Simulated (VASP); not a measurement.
# Rh (Cmcm) in VASP: further runs

Runs on Rh. Level: LDA. Tasks: single point.

Everything below comes from runs of VASP 6.6.1. Logs are shortened: lines on timing, memory, paths and dates and some standing lists are left out, and cuts for length are marked.

## (1) The cell of the first run

Symmetry: Cmcm, No. 63, orthorhombic system. The conventional cell has a = 2.462 Å, b = 5.277 Å, c = 8.032 Å, α = 90.00°, β = 90.00°, γ = 90.00°. Within 3.3 Å of Rh (site symmetry 2/m) lie 12 Rh at 2.46 to 2.91 Å. Within 3.3 Å of Rh (site symmetry m2m) lie 12 Rh at 2.46 to 2.91 Å.

## (2) Single point, LDA

Contents of INCAR:

```
SYSTEM = Rh
  PREC = Accurate
  ENCUT = 520
  EDIFF = 1E-6
  ISMEAR = 0
  SIGMA = 0.15
  LREAL = .False.
  LASPH = .True.
  NELM = 60
  ALGO = Fast
  ISIF = 2
  LWAVE = .False.
  LCHARG = .False.
  NBANDS = 38
```

Contents of KPOINTS:

```
Automatic mesh
0
Gamma
  18 18 6
  0 0 0
```

Contents of POSCAR:

```
Rh
1.0
    2.4623479726      0.0000000000      0.0000000000
   -1.2311739863      2.6387315109      0.0000000000
    0.0000000000      0.0000000000      8.0315990299
Rh
4
Direct
    0.0000000000      0.0000000000      0.0000000000
    0.3333333333      0.6666666667      0.2500000000
    0.0000000000      0.0000000000      0.5000000000
    0.6666666667      0.3333333333      0.7500000000
```

Potentials or basis: VASP PAW LDA potentials, release 64 (Rh_pv).

Started as:

```bash
cat potpaw_LDA.64/Rh_pv/POTCAR > POTCAR
mpirun -np 1 vasp_std > vasp.out
```

OUTCAR:

```text
SYSTEM = Rh
   PREC = Accurate
   ENCUT = 520
   EDIFF = 1E-6
   ISMEAR = 0
   LREAL = .False.
   LASPH = .True.
   NELM = 60
   ISIF = 2

 ion  position               nearest neighbor table
   1  0.000  0.000  0.000-   2 2.51   4 2.51   4 2.51   2 2.51   4 2.67   2 2.67
   2  0.333  0.667  0.250-   1 2.51   3 2.51   1 2.51   3 2.51   1 2.67   3 2.67
   3  0.000  0.000  0.500-   2 2.51   4 2.51   4 2.51   2 2.51   4 2.67   2 2.67
   4  0.667  0.333  0.750-   1 2.51   3 2.51   1 2.51   3 2.51   1 2.67   3 2.67

  LATTYP: Found a base centered orthorhombic cell.
 ALAT       =     2.4623479726
 B/A-ratio  =     2.1432645103
 C/A-ratio  =     3.2617644294

  Lattice vectors:

 A1 = (   1.2311739863,  -2.6387315109,   0.0000000000)
 A2 = (   1.2311739863,   2.6387315109,   0.0000000000)
 A3 = (   0.0000000000,   0.0000000000,   8.0315990299)

Analysis of symmetry for initial positions (statically):
=====================================================================
 Subroutine PRICEL returns:
 Original cell was already a primitive cell.

 Routine SETGRP: Setting up the symmetry group for a
 base centered orthorhombic supercell.

 Subroutine GETGRP returns: Found  8 space group operations
 (whereof  4 operations were pure point group operations)
 out of a pool of  8 trial point group operations.

The static configuration has the point symmetry C_2h.
 The point group associated with its full space group is D_2h.

Analysis of symmetry for dynamics (positions and initial velocities):
=====================================================================
 Subroutine PRICEL returns:
 Original cell was already a primitive cell.

 Routine SETGRP: Setting up the symmetry group for a
 base centered orthorhombic supercell.

 Subroutine GETGRP returns: Found  8 space group operations
 (whereof  4 operations were pure point group operations)
 out of a pool of  8 trial point group operations.

The dynamic configuration has the point symmetry C_2h.
 The point group associated with its full space group is D_2h.

 Subroutine INISYM returns: Found  8 space group operations
 (whereof  4 operations are pure point group operations),
 and found     1 'primitive' translations

----------------------------------------------------------------------------------------

                                     Primitive cell

  volume of cell :      52.1851

  direct lattice vectors                    reciprocal lattice vectors
     2.462347973  0.000000000  0.000000000     0.406116443  0.189484985  0.000000000
    -1.231173986  2.638731511  0.000000000     0.000000000  0.378969969  0.000000000
     0.000000000  0.000000000  8.031599030     0.000000000  0.000000000  0.124508208

  length of vectors
     2.462347973  2.911819598  8.031599030     0.448146321  0.378969969  0.124508208

  position of ions in fractional coordinates (direct lattice)
     0.000000000  0.000000000  0.000000000
     0.333333333  0.666666667  0.250000000
     0.000000000  0.000000000  0.500000000
     0.666666667  0.333333333  0.750000000

  ion indices of the primitive-cell ions
   primitive index   ion index
                 1           1
                 2           2
                 3           3
                 4           4

----------------------------------------------------------------------------------------

 KPOINTS: Automatic mesh

Automatic generation of k-mesh.
 Grid dimensions read from file:
 generate k-points for:   18   18    6

 Generating k-lattice:

  Cartesian coordinates                     Fractional coordinates (reciprocal lattice)
     0.022562025  0.010526944  0.000000000     0.055555556  0.000000000  0.000000000
     0.000000000  0.021053887  0.000000000     0.000000000  0.055555556  0.000000000
     0.000000000  0.000000000  0.020751368     0.000000000  0.000000000  0.166666667

  Length of vectors
     0.024897018  0.021053887  0.020751368

  Shift w.r.t. Gamma in fractional coordinates (k-lattice)
     0.000000000  0.000000000  0.000000000

 Subroutine IBZKPT returns following result:
 ===========================================

 Found    364 irreducible k-points:

 Following reciprocal coordinates:
            Coordinates               Weight
  0.000000  0.000000  0.000000      1.000000
  0.055556  0.000000  0.000000      4.000000
  0.111111  0.000000  0.000000      4.000000
  0.166667  0.000000  0.000000      4.000000
  0.222222  0.000000  0.000000      4.000000
  0.277778  0.000000  0.000000      4.000000
[... 16 lines left out ...]
 -0.333333  0.055556  0.000000      4.000000
 -0.277778  0.055556  0.000000      4.000000
 [... further k-points ...]
   k-points           NKPTS =    364   k-points in BZ     NKDIM =    364   number of bands    NBANDS=     38
   number of dos      NEDOS =    301   number of ions     NIONS =      4
   total plane-waves  NPLWV =  25920
   dimension x,y,z NGX =    18 NGY =   24 NGZ =   60
   dimension x,y,z NGXF=    36 NGYF=   48 NGZF=  120
   ions per type =               4
   NGX,Y,Z   is equivalent  to a cutoff of  12.15, 13.70, 12.42 a.u.
   NGXF,Y,Z  is equivalent  to a cutoff of  24.31, 27.40, 24.84 a.u.
 SYSTEM =  Rh
   PREC   = accura    normal or accurate (medium, high low for compatibility)
   ISTART =      0    job   : 0-new  1-cont  2-samecut
   ICHARG =      2    charge: 1-file 2-atom 10-const
   ISPIN  =      1    spin polarized calculation?
   LNONCOLLINEAR =      F non collinear calculations
   LSORBIT =      F    spin-orbit coupling
   LASPH  =      T    aspherical Exc in radial PAW
   ENCUT  =  520.0 eV  38.22 Ry    6.18 a.u.   4.58  5.41 14.93*2*pi/ulx,y,z
   NELM   =     60;   NELMIN=  2; NELMDL= -5     # of ELM steps
   EDIFF  = 0.1E-05   stopping-criterion for ELM
   LREAL  =      F    real-space projection
   EDIFFG = 0.1E-04   stopping-criterion for IOM
   NSW    =      0    number of steps for IOM
   IBRION =     -1    ionic relax: 0-MD 1-quasi-New 2-CG
   NFREE  =      0    steps in history (QN), initial steepest desc. (CG)
   ISIF   =      2    stress and relaxation
   ISYM   =      2    0-nonsym 1-usesym 2-fastsym
   POTIM  = 0.5000    time-step for ionic-motion
   TEBEG  =    0.0;   TEEND  =   0.0 temperature during run
   PSTRESS=    0.0 pullay stress
   NELECT =      60.0000    total number of electrons
   NUPDOWN=      -1.0000    fix difference up-down
   EMIN   =  10.00;   EMAX   =-10.00  energy-range for DOS
   EFERMI =   0.00;   METHOD = LEGACY
   ISMEAR =     0;   SIGMA  =   0.15  broadening in eV -4-tet -1-fermi 0-gaus
   EFERMI_NEDOS =   21; number of points for ismear=-14 and -15
   IALGO  =     68    algorithm
   IMIX   =      4    mixing-type and parameters
     AMIX     =   0.40;   BMIX     =  1.00
     AMIX_MAG =   1.60;   BMIX_MAG =  1.00
  volume/ion in A,a.u.               =      13.05        88.04
  Fermi-wavevector in a.u.,A,eV,Ry     =   1.715048  3.240971 40.020051  2.941391
  Thomas-Fermi vector in A             =   2.792493
   LORBIT       =      0    0 simple, 1 ext, 2 COOP (PROOUT), +10 PAW based schemes
   GGA     = CA    functional components
   LHFCALC =     F    Hartree Fock is set to
   AEXX    =    0.0000 exact exchange contribution
   IVDW    =     0    specifies the selected vdW correction
   LEPSILON=     F    determine dielectric tensor
   LRPA    =     F    only Hartree local field effects (RPA)
 non-spin polarized calculation
 RMM-DIIS sequential band-by-band and
 Gauss-broadening in eV      SIGMA  =   0.15
  energy-cutoff  :      520.00
  volume of cell :       52.19
 maximum number of plane-waves:      1441
   NGX =  9   NGY = 11   NGZ = 29

 number of electron      60.0000000 magnetization

 Free energy of the ion-electron system (eV)
  ---------------------------------------------------
  ext. energy  EPLUGINS =         0.00000000
  ---------------------------------------------------
  free energy    TOTEN  =       -33.13654112 eV

  energy without entropy =      -33.06593864  energy(sigma->0) =      -33.10123988

 E-fermi :  12.6977     XC(G=0): -14.6437

 val. band max:       12.6977003390   @ k =   0.1111   0.3333   0.5000
 cond. band min:      12.6982188896   @ k =  -0.4444   0.2222   0.5000
 fundamental gap:      0.0005185506
 Fermi energy:        12.6977420451

 k-point     1 :       0.0000    0.0000    0.0000
  band No.  band energies     occupation
      1     -34.6252      2.00000
      2     -34.1190      2.00000
      3     -34.0427      2.00000
      4     -33.6476      2.00000
      5     -33.6277      2.00000
      6     -33.6105      2.00000
[... 30 lines left out ...]
     37      23.4987      0.00000
     38      26.0760      0.00000

 k-point     2 :       0.0556    0.0000    0.0000
  band No.  band energies     occupation
      1     -34.6136      2.00000
      2     -34.1219      2.00000
      3     -34.0471      2.00000
      4     -33.6598      2.00000
      5     -33.6443      2.00000
      6     -33.6131      2.00000
[... 30 lines left out ...]
     37      23.4869      0.00000
     38      26.2926      0.00000

 k-point     3 :       0.1111    0.0000    0.0000
  band No.  band energies     occupation
      1     -34.5795      2.00000
      2     -34.1339      2.00000
      3     -34.0636      2.00000
      4     -33.7281      2.00000
      5     -33.6718      2.00000
      6     -33.6196      2.00000
[... 30 lines left out ...]
     37      23.4469      0.00000
     38      26.8693      0.00000

 k-point     4 :       0.1667    0.0000    0.0000
  band No.  band energies     occupation
      1     -34.5246      2.00000
      2     -34.1654      2.00000
      3     -34.1027      2.00000
      4     -33.8460      2.00000
      5     -33.7146      2.00000
      6     -33.6871      2.00000
[... 30 lines left out ...]
     37      23.3809      0.00000
     38      27.5577      0.00000
[... 703 lines left out ...]
      4     -34.3245      2.00000
      5     -34.1856      2.00000
      6     -33.7924      2.00000
[... 30 lines left out ...]
     37      23.3201      0.00000
     38      24.0614      0.00000

 k-point    23 :      -0.3333    0.0556    0.0000
  band No.  band energies     occupation
      1     -34.4435      2.00000
      2     -34.4038      2.00000
      3     -34.2845      2.00000
      4     -34.2650      2.00000
      5     -34.1871      2.00000
      6     -33.7909      2.00000
[... 30 lines left out ...]
     37      23.3125      0.00000
     38      25.2321      0.00000

 k-point    24 :      -0.2778    0.0556    0.0000
  band No.  band energies     occupation
      1     -34.3829      2.00000
      2     -34.3248      2.00000
      3     -34.2787      2.00000
      4     -34.1306      2.00000
      5     -34.0213      2.00000
      6     -33.7811      2.00000
[... 30 lines left out ...]
     37      23.3267      0.00000
     38      27.1707      0.00000

 [... further k-points ...]
[... 5 lines left out ...]
  --------------------------------------------------------------------------------------
  -------------------------------------------------------------------------------------
  Total       15.5469086     -5.3927173     10.2902307      0.0000000      0.0000000      0.0000000
  in kB      477.3181845   -165.5661632    315.9286755      0.0000000      0.0000000      0.0000000
  external PRESSURE =     209.2268989 kB  Pullay stress =       0.0000000 kB

 VOLUME and BASIS-vectors are now :
 -----------------------------------------------------------------------------
  energy-cutoff  :      520.00
  volume of cell :       52.19
      direct lattice vectors                 reciprocal lattice vectors
     2.462347973  0.000000000  0.000000000     0.406116443  0.189484985  0.000000000
    -1.231173986  2.638731511  0.000000000     0.000000000  0.378969969  0.000000000
     0.000000000  0.000000000  8.031599030     0.000000000  0.000000000  0.124508208

 POSITION                                       TOTAL-FORCE (eV/Angst)
 -----------------------------------------------------------------------------------
      0.00000      0.00000      0.00000         0.000000     -0.000000      0.000000
     -0.00000      1.75915      2.00790         0.000000     -0.830886      0.000000
      0.00000      0.00000      4.01580         0.000000     -0.000000      0.000000
      1.23117      0.87958      6.02370         0.000000      0.830886      0.000000
 -----------------------------------------------------------------------------------
    total drift:                                0.000000     -0.000000      0.000000

  FREE ENERGIE OF THE ION-ELECTRON SYSTEM (eV)
  ---------------------------------------------------
  free  energy   TOTEN  =       -33.1365411201 eV

  energy  without entropy=      -33.0659386399  energy(sigma->0) =      -33.10123988
```

It took 14 min on 1 thread of Oxide Virtual Turin-like, shared host; peak memory 0.5 GiB.

What came out:

```yaml
Free_energy: -33.1365 eV
Pressure: 20.9 GPa
Largest_force: 0.831 eV/Å
Band_gap_on_the_k_mesh: zero (band 30 reaches 13.82 eV, above the bottom of band 31 at 11.61 eV)
```

Forces on the atoms (eV/Å):
```
Rh   0.000  0.000  0.000
Rh   0.000 -0.831  0.000
Rh   0.000  0.000  0.000
Rh   0.000  0.831  0.000
```

Caveat: the cell differs from its parent crystal (strain +e along x and -e along y -0.1100, strain +e along z and -e/2 along x and y -0.0733).

## (3) Single point, LDA

This run uses another cell than the first one, of the same volume but with other edges.

Contents of INCAR:

```
SYSTEM = Rh
ALGO     = Fast           ! electronic algorithm
EDIFF    = 1E-7           ! SCF threshold, eV
ENCUT    = 520            ! plane-wave cutoff, eV
ISIF     = 2              ! what is computed and relaxed
ISMEAR   = 0              ! smearing method
LASPH    = .TRUE.         ! aspherical terms in the spheres
LCHARG   = .FALSE.        ! write CHGCAR
LREAL    = .FALSE.        ! projectors in reciprocal space
LWAVE    = .FALSE.        ! write WAVECAR
NBANDS   = 38             ! bands
NELM     = 80             ! most SCF steps
PREC     = Accurate       ! precision mode
SIGMA    = 0.15           ! smearing width, eV
```

Contents of KPOINTS:

```
k-points
0
G
  18 18 6
  0 0 0
```

Contents of POSCAR:

```
Rh
1.0
    2.7058856532      0.0000000000      0.0000000000
   -1.3529428266      2.0060020565      0.0000000000
    0.0000000000      0.0000000000      9.6202383977
Rh
4
Direct
    0.0000000000      0.0000000000      0.0000000000
    0.3333333333      0.6666666667      0.2500000000
    0.0000000000      0.0000000000      0.5000000000
    0.6666666667      0.3333333333      0.7500000000
```

Potentials or basis: VASP PAW LDA potentials, release 64 (Rh_pv).

Started as:

```bash
cat potpaw_LDA.64/Rh_pv/POTCAR > POTCAR
mpirun -np 1 vasp_std > vasp.out
```

Wall time 13 min (1 thread of Oxide Virtual Turin-like, shared host); peak memory 0.5 GiB.

It converged, with:

```
Free energy            : -32.5443 eV
Pressure               : 23.9 GPa
Largest force          : 0.138 eV/Å
Band gap on the k mesh : zero (band 30 reaches 14.89 eV, above the bottom of band 31 at 11.28 eV)
```

Forces on the atoms (eV/Å):
```
Rh   0.000  0.000  0.000
Rh   0.000  0.138  0.000
Rh   0.000  0.000  0.000
Rh   0.000 -0.138  0.000
```

Stress tensor (GPa, compression positive):
```
 16.52   0.00   0.00
  0.00  80.11   0.00
  0.00   0.00 -24.87
```

Levels at points of the mesh, in eV from the Fermi level:
| k point | band 26 | band 27 | band 28 | band 29 | band 30 | band 31 | band 32 | band 33 | band 34 | band 35 |
| --- | --- | --- | --- | --- | --- | --- | --- | --- | --- | --- |
| (0.00, 0.00, 0.00) | -1.38 | -1.34 | -0.85 | -0.79 | -0.34 | -0.32 | -0.23 | 0.11 | 0.27 | 0.34 |
| (0.50, 0.00, 0.00) | 0.06 | 0.45 | 0.64 | 0.93 | 0.95 | 1.24 | 1.36 | 1.46 | 2.13 | 4.51 |
| (0.00, 0.50, 0.00) | -0.22 | 0.26 | 0.66 | 2.19 | 2.23 | 2.24 | 2.29 | 3.15 | 4.06 | 6.06 |
| (0.00, 0.00, 0.50) | -1.49 | -1.40 | -1.40 | -0.69 | -0.69 | -0.16 | -0.16 | 0.14 | 0.14 | 0.58 |
| (0.50, 0.00, 0.50) | -1.00 | 0.26 | 0.26 | 0.97 | 0.97 | 1.03 | 1.03 | 3.08 | 3.08 | 4.24 |
| (0.00, 0.50, 0.50) | -0.80 | -0.57 | -0.57 | 2.20 | 2.20 | 2.27 | 2.27 | 4.34 | 4.34 | 5.93 |

Caveat: the cell differs from its parent crystal (strain +e along x and -e along y +0.0733, strain +e along z and -e/2 along x and y +0.1100).
